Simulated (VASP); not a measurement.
A run of VASP 6.6.1 is set up as follows.

The input INCAR:

```
PREC = Accurate
ENCUT = 520
EDIFF = 1E-6
ISMEAR = -1
SIGMA = 0.1
LREAL = False
LASPH = True
NELM = 100
ALGO = Normal
ISIF = 2
LWAVE = False
LCHARG = False
GGA = PE
NBANDS = 11
```

File KPOINTS:

```
regular mesh
0
Gamma
  15 15 15
```

POSCAR

```
Si
1.0
   -2.3871811467      2.3871811467      1.3292650000
    2.3871811467     -2.3871811467      1.3292650000
    2.3871811467      2.3871811467     -1.3292650000
Si
2
Direct
    0.2500000000      0.7500000000      0.5000000000
    0.5000000000      0.5000000000      0.0000000000
```

Potentials or basis: VASP PAW PBE potentials, release 64 (Si).

The run is started by

```bash
$ cat potpaw_PBE.64/Si/POTCAR > POTCAR
$ mpirun -np 1 vasp_std > vasp.out
```

Problem. Estimate the pressure.

Solution. 1.5 GPa.

Problem. Estimate the band gap on the k mesh.

Solution. Zero (bands 4 and 5 overlap by 6.67 eV).

Stress tensor (GPa, compression positive):
```
1.66 0.00 0.00
0.00 1.66 0.00
0.00 0.00 1.23
```
